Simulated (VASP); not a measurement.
PbS: single point with PBE+D3(BJ)

Crystal: PbS.

```xyz
8
Lattice="-2.9671 -2.9671 0.0000 2.9671 -2.9671 0.0000 -2.4728 0.0000 11.8685" Properties=species:S:1:pos:R:3 pbc="T T T"
Pb    0.0000   -2.9671    1.4836
Pb    0.0000    0.0000    4.4507
Pb    0.0000   -2.9671    7.4178
Pb    0.0000    0.0000   10.3850
S     0.0000    0.0000    1.4836
S     0.0000   -2.9671    4.4507
S     0.0000    0.0000    7.4178
S     0.0000   -2.9671   10.3850
```

* Program: VASP 6.6.1
* Task: single point
* Functional: PBE
* Dispersion: D3(BJ)
* Potentials or basis: VASP PAW PBE potentials, release 64 (Pb_d, S)
* Cutoff: 520 eV
* k mesh: 8 × 8 × 3
* Occupations: gaussian, width 0.03 eV
* Spin: no spin polarisation

The pressure is -0.5 GPa, the largest force is 1.504 eV/Å and the band gap on the k mesh is 0.39 eV (least direct gap 0.40 eV). The dispersion energy per atom is -0.349 eV.

Forces on the atoms (eV/Å):
```
Pb   0.214  0.000  1.488
Pb   0.010  0.000 -0.487
Pb  -0.010  0.000  0.487
Pb  -0.214  0.000 -1.488
S    0.249  0.000  1.039
S    0.020  0.000 -0.515
S   -0.020  0.000  0.515
S   -0.249  0.000 -1.039
```

Stress tensor (GPa, compression positive):
```
-1.28  0.00  1.42
 0.00 -1.41  0.00
 1.42  0.00  1.22
```

Levels at points of the mesh, in eV from the valence-band top:
```
           k point  band 36  band 37  band 38  band 39  band 40  band 41  band 42  band 43  band 44  band 45
(0.00, 0.00, 0.00)    -2.26    -2.19    -1.87    -1.73    -1.12     0.84     3.93     4.13     4.22     4.51
(0.50, 0.00, 0.00)    -1.26    -0.94    -0.54    -0.38    -0.10     0.39     0.64     1.15     1.41     1.57
(0.50, 0.50, 0.00)    -3.33    -3.31    -2.41    -2.14    -0.42     1.20     3.59     3.96     4.08     4.28
```

Run time: 3.7 min on 1 thread of Intel(R) Xeon(R) 6975P-C (Granite Rapids) (shared host), peak memory 0.58 GiB.

Caveat: spin-orbit coupling is left out, which moves the levels of the heavy elements; an odd mesh through Γ misses points on the zone boundary, where band edges can lie; forces of over 1 eV/Å act on the atoms, so gaps and moduli don't describe the material at rest.
